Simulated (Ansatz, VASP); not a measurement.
# Rb: VASP beside Ansatz

```
Rb
1.0
     0.00000    5.14069    5.14069
     5.14069    0.00000    5.14069
     5.14069    5.14069    0.00000
Rb
2
Direct
  0.12500 0.12500 0.12500
  0.87500 0.87500 0.87500
```

Alike in both runs: task single point; functional PBEsol; k mesh 6 × 6 × 6; occupations fermi-dirac, width 0.1 eV; no spin polarisation.

```csv
,VASP,Ansatz
version,VASP 6.6.1,Ansatz 0.2.0
potentials or method,"VASP PAW PBE potentials, release 64 (Rb_sv), cutoff 520 eV","plane waves (420 eV) with PAW, scalar-relativistic"
valence electrons in the cell,18,18
```

|  | VASP | Ansatz | Ansatz less VASP |
| --- | --- | --- | --- |
| pressure (GPa) | 0.0 | 0.0 | 0.00 |

VASP's potentials were made for PBE, not for PBEsol, and Ansatz warns of the same on its side. With one functional, cell and mesh, what is left measures potentials, basis and numerics.
